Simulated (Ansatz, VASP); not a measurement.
**One calculation of Na, two programs**

```xyz
1
Lattice="0.0000 2.6157 2.6157 2.6157 0.0000 2.6157 2.6157 2.6157 0.0000" Properties=species:S:1:pos:R:3 pbc="T T T"
Na    0.0000    0.0000    0.0000
```

Alike in both runs: task relaxation of cell and atoms; functional PBE; k mesh 14 × 14 × 14; occupations gaussian, width 0.1 eV; no spin polarisation.

|  | VASP | Ansatz |
| --- | --- | --- |
| version | VASP 6.6.1 | Ansatz 0.2.0 |
| potentials or method | VASP PAW PBE potentials, release 64 (Na_pv), cutoff 600 eV | scalar-relativistic, plane waves, PAW |
| valence electrons in the cell | 7 | 9 |

Ansatz gave:

| Property | Result |
| --- | --- |
| gap on the k mesh at the Fermi level, each at its own relaxed structure (eV) | none |
| relaxed volume (Å³/atom) | 36.98 |
| relaxed length of the cell vector where the two differ most in proportion (Å) | 3.740 |

Problem. Estimate VASP's values.

Solution. gap on the k mesh at the Fermi level, each at its own relaxed structure (eV): none; relaxed volume (Å³/atom): 37.02; relaxed length of the cell vector where the two differ most in proportion (Å): 3.741.

A gap of «none» marks a metal or a gap that the smearing closes. VASP's potentials hold 7 valence electrons a cell and Ansatz's 9, so a difference there can come from the potentials and not from the codes.
